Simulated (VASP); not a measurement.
# CdCoCl4 (P-6m2) in VASP: a series of runs

Runs on CdCoCl4. Level: PBE. Tasks: single point, relaxation of cell and atoms.

Program: VASP 6.6.1. These are calculated values, not measurements. Logs are shortened: lines on timing, memory, paths and dates and some standing lists are left out, and cuts for length are marked.

## (1) The cell of the first run

It takes space group P-6m2 (No. 187, hexagonal). The conventional cell has a = 3.558 Å, b = 3.558 Å, c = 13.715 Å, α = 90.00°, β = 90.00°, γ = 120.00°. Cd (site symmetry -6m2) has 6 Cl at 2.65 Å and 6 Cd at 3.56 Å within 3.6 Å. Within 3.3 Å of Co (site symmetry -6m2) lie 6 Cl at 2.53 Å. Cl (site symmetry 3m) has 3 Cd at 2.65 Å and 7 Cl at 3.34 to 3.56 Å within 3.6 Å. Cl (site symmetry 3m) has 3 Co at 2.53 Å and 1 Cl at 2.94 Å within 3.3 Å.

The cell was generated, and may not be a known phase.

## (2) Single point, PBE, collinear spin, ferromagnetic start

The input, INCAR:

```
PREC = Accurate
ENCUT = 520
EDIFF = 1E-6
ISMEAR = 0
SIGMA = 0.15
LREAL = F
LASPH = T
NELM = 150
ALGO = Normal
ISIF = 2
LWAVE = F
LCHARG = T
ISPIN = 2
MAGMOM = 0 3 0 0 0 0
LORBIT = 11
LMAXMIX = 4
GGA = PE
LELF = T
LVHAR = T
NBANDS = 38
```

The input, KPOINTS:

```
Automatic mesh
0
Gamma
  4 4 1
```

The input, POSCAR:

```
CdCoCl4
1.0
    3.5581497366      0.0000000000      0.0000000000
   -1.7790748683      3.0814480624      0.0000000000
    0.0000000000      0.0000000000     13.7145544705
Cd Co Cl
1 1 4
Direct
    0.6666666667      0.3333333333      0.5000000000
    0.6666666667      0.3333333333      0.0000000000
    0.3333333333      0.6666666667      0.6219359754
    0.0000000000      0.0000000000      0.8927198125
    0.0000000000      0.0000000000      0.1072801875
    0.3333333333      0.6666666667      0.3780640246
```

Potentials or basis: VASP PAW PBE potentials, release 64 (Cd, Co, Cl).

Started as:

```bash
cat potpaw_PBE.64/Cd/POTCAR potpaw_PBE.64/Co/POTCAR potpaw_PBE.64/Cl/POTCAR > POTCAR
mpirun -np 1 vasp_std > vasp.out
```

OUTCAR:

```text
PREC = Accurate
   ENCUT = 520
   EDIFF = 1E-6
   ISMEAR = 0
   LREAL = F
   LASPH = T
   NELM = 150
   ISIF = 2
   ISPIN = 2
   LORBIT = 11
   GGA = PE

 ion  position               nearest neighbor table
   1  0.667  0.333  0.500-   3 2.65   6 2.65   3 2.65   6 2.65   3 2.65   6 2.65
   2  0.667  0.333  0.000-   4 2.53   5 2.53   4 2.53   5 2.53   4 2.53   5 2.53
   3  0.333  0.667  0.622-   1 2.65   1 2.65   1 2.65
   4  0.000  0.000  0.893-   2 2.53   2 2.53   2 2.53
   5  0.000  0.000  0.107-   2 2.53   2 2.53   2 2.53
   6  0.333  0.667  0.378-   1 2.65   1 2.65   1 2.65

  LATTYP: Found a hexagonal cell.
 ALAT       =     3.5581497366
 C/A-ratio  =     3.8544062183

  Lattice vectors:

 A1 = (   3.5581497366,   0.0000000000,   0.0000000000)
 A2 = (  -1.7790748683,   3.0814480624,   0.0000000000)
 A3 = (   0.0000000000,   0.0000000000,  13.7145544705)

Analysis of symmetry for initial positions (statically):
=====================================================================
 Subroutine PRICEL returns:
 Original cell was already a primitive cell.

 Routine SETGRP: Setting up the symmetry group for a
 hexagonal supercell.

 Subroutine GETGRP returns: Found 12 space group operations
 (whereof 12 operations were pure point group operations)
 out of a pool of 24 trial point group operations.

The static configuration has the point symmetry D_3h.

Analysis of symmetry for dynamics (positions and initial velocities):
=====================================================================
 Subroutine PRICEL returns:
 Original cell was already a primitive cell.

 Routine SETGRP: Setting up the symmetry group for a
 hexagonal supercell.

 Subroutine GETGRP returns: Found 12 space group operations
 (whereof 12 operations were pure point group operations)
 out of a pool of 24 trial point group operations.

The dynamic configuration has the point symmetry D_3h.

Analysis of structural, dynamic, and magnetic symmetry:
=====================================================================
 Subroutine PRICEL returns:
 Original cell was already a primitive cell.

 Routine SETGRP: Setting up the symmetry group for a
 hexagonal supercell.

 Subroutine GETGRP returns: Found 12 space group operations
 (whereof 12 operations were pure point group operations)
 out of a pool of 24 trial point group operations.

The overall configuration has the point symmetry D_3h.

 Subroutine INISYM returns: Found 12 space group operations
 (whereof 12 operations are pure point group operations),
 and found     1 'primitive' translations

----------------------------------------------------------------------------------------

                                     Primitive cell

  volume of cell :     150.3699

  direct lattice vectors                    reciprocal lattice vectors
     3.558149737  0.000000000  0.000000000     0.281044946  0.162261375  0.000000000
    -1.779074868  3.081448062  0.000000000     0.000000000  0.324522750  0.000000000
     0.000000000  0.000000000 13.714554470     0.000000000  0.000000000  0.072915238

  length of vectors
     3.558149737  3.558149737 13.714554470     0.324522750  0.324522750  0.072915238

  position of ions in fractional coordinates (direct lattice)
     0.666666667  0.333333333  0.500000000
     0.666666667  0.333333333  0.000000000
     0.333333333  0.666666667  0.621935975
     0.000000000  0.000000000  0.892719812
     0.000000000  0.000000000  0.107280188
     0.333333333  0.666666667  0.378064025

  ion indices of the primitive-cell ions
   primitive index   ion index
                 1           1
                 2           2
                 3           3
                 4           4
                 5           5
                 6           6

----------------------------------------------------------------------------------------

 KPOINTS: Automatic mesh

Automatic generation of k-mesh.
 Grid dimensions read from file:
 generate k-points for:    4    4    1

 Generating k-lattice:

  Cartesian coordinates                     Fractional coordinates (reciprocal lattice)
     0.070261236  0.040565344  0.000000000     0.250000000 -0.000000000  0.000000000
     0.000000000  0.081130688  0.000000000     0.000000000  0.250000000  0.000000000
     0.000000000  0.000000000  0.072915238     0.000000000  0.000000000  1.000000000

  Length of vectors
     0.081130688  0.081130688  0.072915238

  Shift w.r.t. Gamma in fractional coordinates (k-lattice)
     0.000000000  0.000000000  0.000000000

 Subroutine IBZKPT returns following result:
 ===========================================

 Found      4 irreducible k-points:

 Following reciprocal coordinates:
            Coordinates               Weight
  0.000000  0.000000  0.000000      1.000000
  0.250000 -0.000000  0.000000      6.000000
  0.500000 -0.000000  0.000000      3.000000
  0.250000  0.250000  0.000000      6.000000
   k-points           NKPTS =      4   k-points in BZ     NKDIM =      4   number of bands    NBANDS=     38
   number of dos      NEDOS =    301   number of ions     NIONS =      6
   total plane-waves  NPLWV =  84672
   dimension x,y,z NGX =    28 NGY =   28 NGZ =  108
   dimension x,y,z NGXF=    56 NGYF=   56 NGZF=  216
   ions per type =               1   1   4
   NGX,Y,Z   is equivalent  to a cutoff of  13.08, 13.08, 13.09 a.u.
   NGXF,Y,Z  is equivalent  to a cutoff of  26.16, 26.16, 26.18 a.u.
 SYSTEM =  unknown system
   PREC   = accura    normal or accurate (medium, high low for compatibility)
   ISTART =      0    job   : 0-new  1-cont  2-samecut
   ICHARG =      2    charge: 1-file 2-atom 10-const
   ISPIN  =      2    spin polarized calculation?
   LNONCOLLINEAR =      F non collinear calculations
   LSORBIT =      F    spin-orbit coupling
   LASPH  =      T    aspherical Exc in radial PAW
   ENCUT  =  520.0 eV  38.22 Ry    6.18 a.u.   6.62  6.62 25.50*2*pi/ulx,y,z
   NELM   =    150;   NELMIN=  2; NELMDL= -5     # of ELM steps
   EDIFF  = 0.1E-05   stopping-criterion for ELM
   LREAL  =      F    real-space projection
   EDIFFG = 0.1E-04   stopping-criterion for IOM
   NSW    =      0    number of steps for IOM
   IBRION =     -1    ionic relax: 0-MD 1-quasi-New 2-CG
   NFREE  =      0    steps in history (QN), initial steepest desc. (CG)
   ISIF   =      2    stress and relaxation
   ISYM   =      2    0-nonsym 1-usesym 2-fastsym
   POTIM  = 0.5000    time-step for ionic-motion
   TEBEG  =    0.0;   TEEND  =   0.0 temperature during run
   PSTRESS=    0.0 pullay stress
   NELECT =      49.0000    total number of electrons
   NUPDOWN=      -1.0000    fix difference up-down
   EMIN   =  10.00;   EMAX   =-10.00  energy-range for DOS
   EFERMI =   0.00;   METHOD = LEGACY
   ISMEAR =     0;   SIGMA  =   0.15  broadening in eV -4-tet -1-fermi 0-gaus
   EFERMI_NEDOS =   21; number of points for ismear=-14 and -15
   IALGO  =     38    algorithm
   IMIX   =      4    mixing-type and parameters
     AMIX     =   0.40;   BMIX     =  1.00
     AMIX_MAG =   1.60;   BMIX_MAG =  1.00
  volume/ion in A,a.u.               =      25.06       169.12
  Fermi-wavevector in a.u.,A,eV,Ry     =   1.126557  2.128885 17.267579  1.269131
  Thomas-Fermi vector in A             =   2.263240
   LORBIT       =     11    0 simple, 1 ext, 2 COOP (PROOUT), +10 PAW based schemes
   GGA     = PE    functional components
   LHFCALC =     F    Hartree Fock is set to
   AEXX    =    0.0000 exact exchange contribution
   IVDW    =     0    specifies the selected vdW correction
   LEPSILON=     F    determine dielectric tensor
   LRPA    =     F    only Hartree local field effects (RPA)
 spin polarized calculation
 Gauss-broadening in eV      SIGMA  =   0.15
  energy-cutoff  :      520.00
  volume of cell :      150.37
 maximum number of plane-waves:      4095
 NGX is ok and might be reduce to    28
   NGX = 13   NGY = 13   NGZ = 51

 number of electron      48.9999997 magnetization       2.9998701

 Free energy of the ion-electron system (eV)
  ---------------------------------------------------
  ext. energy  EPLUGINS =         0.00000000
  ---------------------------------------------------
  free energy    TOTEN  =       -19.00725629 eV

  energy without entropy =      -18.96600618  energy(sigma->0) =      -18.98663124

 E-fermi :   1.5145     XC(G=0):  -8.5279

 val. band max:        1.4043212135   @ k =   0.5000  -0.0000   0.0000
 cond. band min:       1.5544682854   @ k =   0.2500  -0.0000   0.0000
 fundamental gap:      0.1501470719
 Fermi energy:         1.5145251214

 spin component 1

 k-point     1 :       0.0000    0.0000    0.0000
  band No.  band energies     occupation
      1     -14.3330      1.00000
      2     -14.0213      1.00000
      3     -13.5954      1.00000
      4     -13.5322      1.00000
      5      -6.8897      1.00000
      6      -6.8897      1.00000
[... 28 lines left out ...]
     35      10.2467      0.00000
     36      10.2660      0.00000

 k-point     2 :       0.2500   -0.0000    0.0000
  band No.  band energies     occupation
      1     -14.0652      1.00000
      2     -13.7438      1.00000
      3     -13.4029      1.00000
      4     -13.3624      1.00000
      5      -6.9790      1.00000
      6      -6.6907      1.00000
[... 28 lines left out ...]
     35      10.2462      0.00000
     36      10.8350      0.00000

 k-point     3 :       0.5000   -0.0000    0.0000
  band No.  band energies     occupation
      1     -13.7682      1.00000
      2     -13.4396      1.00000
      3     -13.1973      1.00000
      4     -13.1762      1.00000
      5      -6.9672      1.00000
      6      -6.7665      1.00000
[... 28 lines left out ...]
     35      10.4872      0.00000
     36      10.5791      0.00000

 k-point     4 :       0.2500    0.2500    0.0000
  band No.  band energies     occupation
      1     -13.7719      1.00000
      2     -13.4439      1.00000
      3     -13.1977      1.00000
      4     -13.1763      1.00000
      5      -6.9106      1.00000
      6      -6.8242      1.00000
[... 28 lines left out ...]
     35      10.3878      0.00000
     36      10.6421      0.00000
 Fermi energy:         1.5145251214

 spin component 2

 k-point     1 :       0.0000    0.0000    0.0000
  band No.  band energies     occupation
      1     -14.0916      1.00000
      2     -14.0162      1.00000
      3     -13.5472      1.00000
      4     -13.3223      1.00000
      5      -6.8897      1.00000
      6      -6.8897      1.00000
[... 28 lines left out ...]
     35      10.3230      0.00000
     36      10.6231      0.00000

 k-point     2 :       0.2500   -0.0000    0.0000
  band No.  band energies     occupation
      1     -13.8189      1.00000
      2     -13.7406      1.00000
      3     -13.3766      1.00000
      4     -13.1233      1.00000
      5      -6.9790      1.00000
      6      -6.6907      1.00000
[... 28 lines left out ...]
     35      10.2481      0.00000
     36      11.0852      0.00000

 k-point     3 :       0.5000   -0.0000    0.0000
  band No.  band energies     occupation
      1     -13.5157      1.00000
      2     -13.4383      1.00000
      3     -13.1935      1.00000
      4     -12.9059      1.00000
      5      -6.9672      1.00000
      6      -6.7665      1.00000
[... 28 lines left out ...]
     35      10.5098      0.00000
     36      10.8908      0.00000

 k-point     4 :       0.2500    0.2500    0.0000
  band No.  band energies     occupation
      1     -13.5196      1.00000
      2     -13.4424      1.00000
      3     -13.1929      1.00000
      4     -12.9071      1.00000
      5      -6.9106      1.00000
      6      -6.8241      1.00000
[... 28 lines left out ...]
     35      10.6386      0.00000
     36      10.7658      0.00000
 [bands above 36 left out]

------------------------ aborting loop because EDIFF is reached ----------------------------------------

  FORCE on cell =-STRESS in cart. coord.  units (eV):
  Direction    XX          YY          ZZ          XY          YZ          ZX
  --------------------------------------------------------------------------------------
  -------------------------------------------------------------------------------------
  Total        0.0257405      0.0257405      0.1743543      0.0000000     -0.0000000      0.0000000
  in kB        0.2742631      0.2742631      1.8577299      0.0000000     -0.0000000      0.0000000
  external PRESSURE =       0.8020854 kB  Pullay stress =       0.0000000 kB

 VOLUME and BASIS-vectors are now :
 -----------------------------------------------------------------------------
  energy-cutoff  :      520.00
  volume of cell :      150.37
      direct lattice vectors                 reciprocal lattice vectors
     3.558149737  0.000000000  0.000000000     0.281044946  0.162261375  0.000000000
    -1.779074868  3.081448062  0.000000000     0.000000000  0.324522750  0.000000000
     0.000000000  0.000000000 13.714554470     0.000000000  0.000000000  0.072915238

 POSITION                                       TOTAL-FORCE (eV/Angst)
 -----------------------------------------------------------------------------------
      1.77907      1.02715      6.85728         0.000000     -0.000000      0.000000
      1.77907      1.02715      0.00000        -0.000000     -0.000000      0.000000
     -0.00000      2.05430      8.52957         0.000000     -0.000000      0.038173
      0.00000      0.00000     12.24325         0.000000     -0.000000      0.040610
      0.00000      0.00000      1.47130         0.000000     -0.000000     -0.040610
     -0.00000      2.05430      5.18498         0.000000      0.000000     -0.038173
 -----------------------------------------------------------------------------------
    total drift:                                0.000001     -0.000000      0.000000

  FREE ENERGIE OF THE ION-ELECTRON SYSTEM (eV)
  ---------------------------------------------------
  free  energy   TOTEN  =       -19.0072562950 eV

  energy  without entropy=      -18.9660061813  energy(sigma->0) =      -18.98663124

 total charge

# of ion       s       p       d       tot
------------------------------------------
    1        0.338   0.250   9.614  10.202
    2        0.259   0.255   7.094   7.607
    3        1.608   3.502   0.000   5.110
    4        1.605   3.472   0.000   5.077
    5        1.605   3.472   0.000   5.077
    6        1.608   3.502   0.000   5.110
--------------------------------------------------
tot          7.024  14.452  16.708  38.183

 magnetization (x)

# of ion       s       p       d       tot
------------------------------------------
    1       -0.000   0.000   0.000   0.000
    2        0.008   0.009   2.459   2.476
    3        0.000   0.001   0.000   0.001
    4        0.009   0.191   0.000   0.201
    5        0.009   0.191   0.000   0.201
    6        0.000   0.001   0.000   0.001
--------------------------------------------------
tot          0.027   0.393   2.459   2.880
```

It took 2.8 min on 1 thread of Oxide Virtual Turin-like, shared host; peak memory 0.31 GiB.

Results:

```yaml
Free_energy: -19.0073 eV
Pressure: 0.1 GPa
Largest_force: 0.041 eV/Å
Band_gap_on_the_k_mesh: zero (filled and empty bands overlap)
Net_moment: 3.00 μB per cell
Site_moments: Cd +0.00; Co +2.48; Cl +0.00, +0.20 (each value once) μB
Valence_electrons_inside_the_program's_atomic_spheres: Cd 10.20; Co 7.61; Cl 5.11, 5.08 (each value once)
```

Forces in eV/Å, atoms in the order of the input:
```
Cd   0.000  0.000  0.000
Co   0.000  0.000  0.000
Cl   0.000  0.000  0.038
Cl   0.000  0.000  0.041
Cl   0.000  0.000 -0.041
Cl   0.000  0.000 -0.038
```

Stress tensor (GPa, compression positive):
```
0.03 0.00 0.00
0.00 0.03 0.00
0.00 0.00 0.19
```

Levels at points of the mesh, in eV from the Fermi level:
Spin up:
| k point | band 24 | band 25 | band 26 | band 27 | band 28 | band 29 |
| --- | --- | --- | --- | --- | --- | --- |
| (0.00, 0.00, 0.00) | -1.34 | -1.25 | -1.25 | 1.65 | 2.97 | 5.39 |
| (0.50, 0.00, 0.00) | -1.84 | -1.14 | -1.12 | 2.61 | 4.07 | 4.47 |
Spin down:
```tsv
k point	band 18	band 19	band 20	band 21	band 22	band 23	band 24	band 25	band 26	band 27
(0.00, 0.00, 0.00)	-1.80	-1.80	-1.62	-1.62	-0.73	0.29	0.29	0.62	0.62	1.66
(0.50, 0.00, 0.00)	-2.71	-2.04	-1.88	-1.83	-0.89	-0.21	-0.11	0.99	1.11	2.61
```

Caveat: the k points lie up to 0.51 Å⁻¹ apart; this functional lacks dispersion, which binds layers or chains, so the pressure and a relaxed spacing across them are unreliable; a cell with one magnetic atom can't hold antiferromagnetic order, which such compounds often take; semilocal functionals often make such compounds metallic where correlation or magnetic order opens a gap, which also shifts bond lengths. With open d or f shells a metallic result of PBE can be an artefact of self-interaction; +U or a hybrid may open a gap.

(Part 1 of 2 ends here.)

The gap in the log of VASP goes by the Fermi energy; the results here count the filled bands.